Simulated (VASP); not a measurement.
Input of a VASP 6.6.1 run:

INCAR

```
SYSTEM = Te
ALGO     = Normal         ! electronic algorithm
EDIFF    = 1E-6           ! SCF threshold, eV
ENCUT    = 520            ! plane-wave cutoff, eV
GGA      = PE             ! functional
ISIF     = 2              ! what is computed and relaxed
ISMEAR   = -1             ! smearing method
LASPH    = .True.         ! aspherical terms in the spheres
LCHARG   = .True.         ! write CHGCAR
LELF     = .True.         ! ELF
LREAL    = .False.        ! projectors in reciprocal space
LVHAR    = .True.       
LWAVE    = .False.        ! write WAVECAR
NBANDS   = 9              ! bands
NELM     = 80             ! most SCF steps
PREC     = Accurate       ! precision mode
SIGMA    = 0.05           ! smearing width, eV
```

Contents of KPOINTS:

```
k-points
0
Gamma
  15 15 15
  0 0 0
```

The input POSCAR:

```
Te
1.0
   -1.9260310113      1.9260310113      1.9260310113
    1.9260310113     -1.9260310113      1.9260310113
    1.9260310113      1.9260310113     -1.9260310113
Te
1
Direct
    0.0000000000      0.0000000000      0.0000000000
```

Potentials or basis: VASP PAW PBE potentials, release 64 (Te).

Command:

```bash
$ cat potpaw_PBE.64/Te/POTCAR > POTCAR
$ mpirun -np 1 vasp_std > vasp.out
```

**Question.** What does it give for the pressure?

**Answer.** -0.1 GPa.

**Question.** Predict the band gap on the k mesh.

**Answer.** Zero (bands 3 and 4 overlap by 5.84 eV).

Caveat: spin-orbit coupling is left out, which moves the levels of the heavy elements.
